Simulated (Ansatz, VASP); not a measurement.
# One calculation of MgO, two programs

```
Mg O
1.0
    -4.25438    4.25438    4.25438
     4.25438   -4.25438    4.25438
     4.25438    4.25438   -4.25438
Mg O
16 16
Direct
  0.00000 0.00000 0.00000
  0.00000 0.25000 0.75000
  0.00000 0.50000 0.50000
  0.00000 0.75000 0.25000
  0.25000 0.00000 0.75000
  0.25000 0.25000 0.50000
  0.25000 0.50000 0.25000
  0.25000 0.75000 0.00000
  0.50000 0.00000 0.50000
  0.50000 0.25000 0.25000
  0.50000 0.50000 0.00000
  0.50000 0.75000 0.75000
  0.75000 0.00000 0.25000
  0.75000 0.25000 0.00000
  0.75000 0.50000 0.75000
  0.75000 0.75000 0.50000
  0.00000 0.00000 0.50000
  0.00000 0.25000 0.25000
  0.00000 0.50000 0.00000
  0.00000 0.75000 0.75000
  0.25000 0.00000 0.25000
  0.25000 0.25000 0.00000
  0.25000 0.50000 0.75000
  0.25000 0.75000 0.50000
  0.50000 0.00000 0.00000
  0.50000 0.25000 0.75000
  0.50000 0.50000 0.50000
  0.50000 0.75000 0.25000
  0.75000 0.00000 0.75000
  0.75000 0.25000 0.50000
  0.75000 0.50000 0.25000
  0.75000 0.75000 0.00000
```

Alike in both runs: task single point; functional PBE; k mesh 1 × 1 × 1; occupations fermi-dirac, width 0.01 eV; no spin polarisation.

|  | VASP | Ansatz |
| --- | --- | --- |
| version | VASP 6.6.1 | Ansatz 0.2.0 |
| potentials or method | VASP PAW PBE potentials, release 64 (Mg, O), cutoff 600 eV | plane-wave PAW DFT |
| valence electrons in the cell | 128 | 256 |

```csv
,VASP,Ansatz,Ansatz less VASP
gap on the k mesh at the Fermi level (eV),4.42,4.44,+0.019
```

VASP's potentials hold 128 valence electrons a cell and Ansatz's 256, so a difference there can come from the potentials and not from the codes.

The k mesh is coarse, so the values compare programs but aren't converged.
